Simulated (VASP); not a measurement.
# Nb in VASP: notebook

The runs below take Nb through single point, with PBE.

All numbers are computed with VASP 6.6.1; they aren't measurements. Logs are shortened: lines on timing, memory, paths and dates and some standing lists are left out, and cuts for length are marked.

## 1. The cell of the first run

It takes space group I4/mmm (No. 139, tetragonal). The conventional cell has a = 3.353 Å, b = 3.353 Å, c = 3.278 Å, α = 90.00°, β = 90.00°, γ = 90.00°. Within 3.8 Å of Nb (site symmetry 4/mmm) lie 14 Nb at 2.88 to 3.35 Å.

## 2. Single point, PBE (z stretched by -1.5 % at fixed volume)

File INCAR:

```
SYSTEM = Nb
ALGO = Normal
EDIFF = 1E-7
ENCUT = 520
GGA = PE
ISIF = 2
ISMEAR = -1
LASPH = .True.
LCHARG = .False.
LREAL = .False.
LWAVE = .False.
NBANDS = 12
NELM = 80
PREC = Accurate
SIGMA = 0.03
```

File KPOINTS:

```
k-points
0
Gamma
  15 15 15
  0 0 0
```

File POSCAR:

```
Nb
1.0
   -1.6765717990      1.6765717990      1.6389907500
    1.6765717990     -1.6765717990      1.6389907500
    1.6765717990      1.6765717990     -1.6389907500
Nb
1
Direct
    0.0000000000      0.0000000000      0.0000000000
```

Potentials or basis: VASP PAW PBE potentials, release 64 (Nb_sv).

The run is started by

```console
cat potpaw_PBE.64/Nb_sv/POTCAR > POTCAR
mpirun -np 1 vasp_std > vasp.out
```

OUTCAR:

```text
SYSTEM = Nb
   EDIFF = 1E-7
   ENCUT = 520
   GGA = PE
   ISIF = 2
   ISMEAR = -1
   LASPH = .True.
   LREAL = .False.
   NELM = 80
   PREC = Accurate

 ion  position               nearest neighbor table
   1  0.000  0.000  0.000-

  LATTYP: Found a body centered tetragonal cell.
 ALAT       =     3.3531435980
 C/A-ratio  =     0.9775845872

  Lattice vectors:

 A1 = (  -1.6765717990,   1.6765717990,   1.6389907500)
 A2 = (   1.6765717990,  -1.6765717990,   1.6389907500)
 A3 = (   1.6765717990,   1.6765717990,  -1.6389907500)

Analysis of symmetry for initial positions (statically):
=====================================================================
 Subroutine PRICEL returns:
 Original cell was already a primitive cell.

 Routine SETGRP: Setting up the symmetry group for a
 body centered tetragonal supercell.

 Subroutine GETGRP returns: Found 16 space group operations
 (whereof 16 operations were pure point group operations)
 out of a pool of 16 trial point group operations.

The static configuration has the point symmetry D_4h.

Analysis of symmetry for dynamics (positions and initial velocities):
=====================================================================
 Subroutine PRICEL returns:
 Original cell was already a primitive cell.

 Routine SETGRP: Setting up the symmetry group for a
 body centered tetragonal supercell.

 Subroutine GETGRP returns: Found 16 space group operations
 (whereof 16 operations were pure point group operations)
 out of a pool of 16 trial point group operations.

The dynamic configuration has the point symmetry D_4h.

 Subroutine INISYM returns: Found 16 space group operations
 (whereof 16 operations are pure point group operations),
 and found     1 'primitive' translations

----------------------------------------------------------------------------------------

                                     Primitive cell

  volume of cell :      18.4281

  direct lattice vectors                    reciprocal lattice vectors
    -1.676571799  1.676571799  1.638990750     0.000000000  0.298227610  0.305065785
     1.676571799 -1.676571799  1.638990750     0.298227610  0.000000000  0.305065785
     1.676571799  1.676571799 -1.638990750     0.298227610  0.298227610  0.000000000

  length of vectors
     2.882373444  2.882373444  2.882373444     0.426620253  0.426620253  0.421757530

  position of ions in fractional coordinates (direct lattice)
     0.000000000  0.000000000  0.000000000

  ion indices of the primitive-cell ions
   primitive index   ion index
                 1           1

----------------------------------------------------------------------------------------

 KPOINTS: k-points

Automatic generation of k-mesh.
 Grid dimensions read from file:
 generate k-points for:   15   15   15

 Generating k-lattice:

  Cartesian coordinates                     Fractional coordinates (reciprocal lattice)
     0.000000000  0.019881841  0.020337719     0.066666667  0.000000000 -0.000000000
     0.019881841  0.000000000  0.020337719     0.000000000  0.066666667 -0.000000000
     0.019881841  0.019881841  0.000000000     0.000000000  0.000000000  0.066666667

  Length of vectors
     0.028441350  0.028441350  0.028117169

  Shift w.r.t. Gamma in fractional coordinates (k-lattice)
     0.000000000  0.000000000  0.000000000

 Subroutine IBZKPT returns following result:
 ===========================================

 Found    288 irreducible k-points:

 Following reciprocal coordinates:
            Coordinates               Weight
  0.000000  0.000000  0.000000      1.000000
  0.066667  0.000000 -0.000000      8.000000
  0.133333 -0.000000  0.000000      8.000000
  0.200000  0.000000 -0.000000      8.000000
  0.266667 -0.000000  0.000000      8.000000
  0.333333  0.000000 -0.000000      8.000000
[... 16 lines left out ...]
  0.133333  0.133333  0.000000      8.000000
  0.200000  0.133333 -0.000000     16.000000
 [... further k-points ...]
   k-points           NKPTS =    288   k-points in BZ     NKDIM =    288   number of bands    NBANDS=     12
   number of dos      NEDOS =    301   number of ions     NIONS =      1
   total plane-waves  NPLWV =  13824
   dimension x,y,z NGX =    24 NGY =   24 NGZ =   24
   dimension x,y,z NGXF=    48 NGYF=   48 NGZF=   48
   ions per type =               1
   NGX,Y,Z   is equivalent  to a cutoff of  13.84, 13.84, 13.84 a.u.
   NGXF,Y,Z  is equivalent  to a cutoff of  27.68, 27.68, 27.68 a.u.
 SYSTEM =  Nb
   PREC   = accura    normal or accurate (medium, high low for compatibility)
   ISTART =      0    job   : 0-new  1-cont  2-samecut
   ICHARG =      2    charge: 1-file 2-atom 10-const
   ISPIN  =      1    spin polarized calculation?
   LNONCOLLINEAR =      F non collinear calculations
   LSORBIT =      F    spin-orbit coupling
   LASPH  =      T    aspherical Exc in radial PAW
   ENCUT  =  520.0 eV  38.22 Ry    6.18 a.u.   5.36  5.36  5.36*2*pi/ulx,y,z
   NELM   =     80;   NELMIN=  2; NELMDL= -5     # of ELM steps
   EDIFF  = 0.1E-06   stopping-criterion for ELM
   LREAL  =      F    real-space projection
   EDIFFG = 0.1E-05   stopping-criterion for IOM
   NSW    =      0    number of steps for IOM
   IBRION =     -1    ionic relax: 0-MD 1-quasi-New 2-CG
   NFREE  =      0    steps in history (QN), initial steepest desc. (CG)
   ISIF   =      2    stress and relaxation
   ISYM   =      2    0-nonsym 1-usesym 2-fastsym
   POTIM  = 0.5000    time-step for ionic-motion
   TEBEG  =    0.0;   TEEND  =   0.0 temperature during run
   PSTRESS=    0.0 pullay stress
   NELECT =      13.0000    total number of electrons
   NUPDOWN=      -1.0000    fix difference up-down
   EMIN   =  10.00;   EMAX   =-10.00  energy-range for DOS
   EFERMI =   0.00;   METHOD = LEGACY
   ISMEAR =    -1;   SIGMA  =   0.03  broadening in eV -4-tet -1-fermi 0-gaus
   EFERMI_NEDOS =   21; number of points for ismear=-14 and -15
   IALGO  =     38    algorithm
   IMIX   =      4    mixing-type and parameters
     AMIX     =   0.40;   BMIX     =  1.00
     AMIX_MAG =   1.60;   BMIX_MAG =  1.00
  volume/ion in A,a.u.               =      18.43       124.36
  Fermi-wavevector in a.u.,A,eV,Ry     =   1.457345  2.753983 28.896790  2.123854
  Thomas-Fermi vector in A             =   2.574157
   LORBIT       =      0    0 simple, 1 ext, 2 COOP (PROOUT), +10 PAW based schemes
   GGA     = PE    functional components
   LHFCALC =     F    Hartree Fock is set to
   AEXX    =    0.0000 exact exchange contribution
   IVDW    =     0    specifies the selected vdW correction
   LEPSILON=     F    determine dielectric tensor
   LRPA    =     F    only Hartree local field effects (RPA)
 non-spin polarized calculation
  energy-cutoff  :      520.00
  volume of cell :       18.43
 maximum number of plane-waves:       510
 NGX is ok and might be reduce to    24
   NGX = 11   NGY = 11   NGZ = 11

 number of electron      12.9999999 magnetization

 Free energy of the ion-electron system (eV)
  ---------------------------------------------------
  ext. energy  EPLUGINS =         0.00000000
  ---------------------------------------------------
  free energy    TOTEN  =       -10.21270898 eV

  energy without entropy =      -10.20789320  energy(sigma->0) =      -10.21030109

 E-fermi :  10.8701     XC(G=0): -12.3830

 val. band max:       10.8659018357   @ k =  -0.2000  -0.4000   0.2000
 cond. band min:      10.8721108741   @ k =  -0.1333   0.4000   0.0667
 fundamental gap:      0.0062090384
 Fermi energy:        10.8701211562

 k-point     1 :       0.0000    0.0000    0.0000
  band No.  band energies     occupation
      1     -43.5403      2.00000
      2     -18.8845      2.00000
      3     -18.8840      2.00000
      4     -18.8840      2.00000
      5       4.9597      2.00000
      6      11.0719      0.00239
      7      11.3200      0.00000
      8      11.3200      0.00000
      9      13.8934      0.00000
     10      14.2304      0.00000
     11      24.8912      0.00000
     12      24.8912      0.00000

 k-point     2 :       0.0667    0.0000   -0.0000
  band No.  band energies     occupation
      1     -43.5307      2.00000
      2     -18.9429      2.00000
      3     -18.9022      2.00000
      4     -18.8851      2.00000
      5       5.1401      2.00000
      6      11.0415      0.00659
      7      11.2884      0.00000
      8      11.4091      0.00000
      9      13.8453      0.00000
     10      14.1187      0.00000
     11      25.1390      0.00000
     12      25.2053      0.00000

 k-point     3 :       0.1333   -0.0000    0.0000
  band No.  band energies     occupation
      1     -43.5036      2.00000
      2     -19.1063      2.00000
      3     -18.9534      2.00000
      4     -18.8875      2.00000
      5       5.6472      2.00000
      6      10.7745      1.92079
      7      11.1515      0.00017
      8      11.8798      0.00000
      9      13.6494      0.00000
     10      14.0433      0.00000
     11      25.5238      0.00000
     12      26.1060      0.00000

 k-point     4 :       0.2000    0.0000   -0.0000
  band No.  band energies     occupation
      1     -43.4634      2.00000
      2     -19.3413      2.00000
      3     -19.0279      2.00000
      4     -18.8910      2.00000
      5       6.3638      2.00000
      6      10.3784      2.00000
      7      10.9020      0.51305
      8      12.6820      0.00000
      9      13.5630      0.00000
     10      14.0940      0.00000
     11      25.5734      0.00000
     12      26.9507      0.00000

 k-point     5 :       0.2667   -0.0000    0.0000
  band No.  band energies     occupation
      1     -43.4169      2.00000
      2     -19.6032      2.00000
      3     -19.1122      2.00000
      4     -18.8952      2.00000
      5       7.0372      2.00000
      6       9.9638      2.00000
      7      10.8107      1.75761
      8      13.7088      0.00000
      9      13.7399      0.00000
     10      14.2296      0.00000
     11      24.9090      0.00000
     12      26.3946      0.00000
[... 228 lines left out ...]
      1     -43.5128      2.00000
      2     -19.0545      2.00000
      3     -18.9217      2.00000
      4     -18.8977      2.00000
      5       5.4770      2.00000
      6      10.9223      0.29857
      7      11.1044      0.00081
      8      11.8004      0.00000
      9      13.5330      0.00000
     10      14.1923      0.00000
     11      25.3685      0.00000
     12      25.8548      0.00000

 k-point    22 :      -0.0667    0.0667    0.0000
  band No.  band energies     occupation
      1     -43.5309      2.00000
      2     -18.9428      2.00000
      3     -18.9016      2.00000
      4     -18.8838      2.00000
      5       5.1358      2.00000
      6      11.0546      0.00426
      7      11.2171      0.00002
      8      11.4878      0.00000
      9      13.7311      0.00000
     10      14.2217      0.00000
     11      25.0352      0.00000
     12      25.2825      0.00000

 k-point    23 :       0.1333    0.1333    0.0000
  band No.  band energies     occupation
      1     -43.4413      2.00000
      2     -19.4510      2.00000
      3     -19.0340      2.00000
      4     -18.9457      2.00000
      5       6.7948      2.00000
      6      10.3541      2.00000
      7      10.4707      2.00000
      8      13.2931      0.00000
      9      13.2947      0.00000
     10      14.3928      0.00000
     11      26.2519      0.00000
     12      26.5070      0.00000

 k-point    24 :       0.2000    0.1333   -0.0000
  band No.  band energies     occupation
      1     -43.3986      2.00000
      2     -19.6609      2.00000
      3     -19.1270      2.00000
      4     -18.9629      2.00000
      5       7.4759      2.00000
      6       9.9921      2.00000
      7      10.3039      2.00000
      8      13.3147      0.00000
      9      14.4380      0.00000
     10      14.6653      0.00000
     11      25.3911      0.00000
     12      26.1485      0.00000

 [... further k-points ...]

------------------------ aborting loop because EDIFF is reached ----------------------------------------

  FORCE on cell =-STRESS in cart. coord.  units (eV):
  Direction    XX          YY          ZZ          XY          YZ          ZX
  --------------------------------------------------------------------------------------
  -------------------------------------------------------------------------------------
  Total       -0.4075027     -0.4075027     -0.1391013      0.0000000     -0.0000000      0.0000000
  in kB      -35.4291127    -35.4291127    -12.0937466      0.0000000     -0.0000000      0.0000000
  external PRESSURE =     -27.6506573 kB  Pullay stress =       0.0000000 kB

 VOLUME and BASIS-vectors are now :
 -----------------------------------------------------------------------------
  energy-cutoff  :      520.00
  volume of cell :       18.43
      direct lattice vectors                 reciprocal lattice vectors
    -1.676571799  1.676571799  1.638990750     0.000000000  0.298227610  0.305065785
     1.676571799 -1.676571799  1.638990750     0.298227610  0.000000000  0.305065785
     1.676571799  1.676571799 -1.638990750     0.298227610  0.298227610  0.000000000

 POSITION                                       TOTAL-FORCE (eV/Angst)
 -----------------------------------------------------------------------------------
      0.00000      0.00000      0.00000        -0.000000      0.000000     -0.000000
 -----------------------------------------------------------------------------------
    total drift:                                0.000000      0.000000      0.000000

  FREE ENERGIE OF THE ION-ELECTRON SYSTEM (eV)
  ---------------------------------------------------
  free  energy   TOTEN  =       -10.2127089775 eV

  energy  without entropy=      -10.2078932005  energy(sigma->0) =      -10.21030109
```

Wall time 86 s (1 thread of Intel Xeon 8259CL, shared host); peak memory 0.19 GiB.

What came out:

* Free energy: -10.2127 eV
* Pressure: -2.8 GPa
* Band gap on the k mesh: zero (an odd number of electrons rules out a gap without spin polarisation)

Levels at points of the mesh, in eV from the Fermi level:
```csv
k point,band 3,band 4,band 5,band 6,band 7,band 8,band 9,band 10
"(0.00, 0.00, 0.00)",-29.75,-29.75,-5.91,0.20,0.45,0.45,3.02,3.36
```

## 3. Single point, PBE (equal xy, yz and zx shear strains of -3 %)

File INCAR:

```
SYSTEM = Nb
PREC     = Accurate       ! precision mode
ENCUT    = 520            ! plane-wave cutoff, eV
EDIFF    = 1E-6           ! SCF threshold, eV
ISMEAR   = -1             ! smearing method
SIGMA    = 0.03           ! smearing width, eV
LREAL    = .FALSE.        ! projectors in reciprocal space
LASPH    = .TRUE.         ! aspherical terms in the spheres
NELM     = 100            ! most SCF steps
ALGO     = Normal         ! electronic algorithm
ISIF     = 2              ! what is computed and relaxed
LWAVE    = .FALSE.        ! write WAVECAR
LCHARG   = .TRUE.         ! write CHGCAR
GGA      = PE             ! functional
LELF     = .TRUE.         ! ELF
LVHAR    = .TRUE.       
NBANDS   = 12             ! bands
```

File KPOINTS:

```
regular mesh
0
G
  15 15 15
  0 0 0
```

File POSCAR:

```
Nb
1.0
   -1.7138685000      1.6639500000      1.6639500000
    1.6639500000     -1.7138685000      1.6639500000
    1.6639500000      1.6639500000     -1.7138685000
Nb
1
Direct
    0.0000000000      0.0000000000      0.0000000000
```

Potentials or basis: VASP PAW PBE potentials, release 64 (Nb_sv).

The run is started by

```console
cat potpaw_PBE.64/Nb_sv/POTCAR > POTCAR
mpirun -np 1 vasp_std > vasp.out
```

Run time: 76 s. Hardware: 1 thread of Intel Xeon 8259CL, shared host; peak memory 0.2 GiB.

Results (log left out):

| Item | Value |
| --- | --- |
| Free energy | -10.2124 eV |
| Pressure | -2.6 GPa |
| Band gap on the k mesh | zero (an odd number of electrons rules out a gap without spin polarisation) |

Stress tensor (GPa, compression positive):
```
-2.60  0.36  0.36
 0.36 -2.60  0.36
 0.36  0.36 -2.60
```

Levels at points of the mesh, in eV from the Fermi level:
| k point | band 4 | band 5 | band 6 | band 7 | band 8 | band 9 | band 10 | band 11 |
| --- | --- | --- | --- | --- | --- | --- | --- | --- |
| (0.00, 0.00, 0.00) | -29.62 | -5.90 | -0.05 | 0.55 | 0.55 | 3.27 | 3.27 | 13.67 |

Caveat: the cell differs from its parent crystal (equal xy, yz and zx shear strains of -3 %).
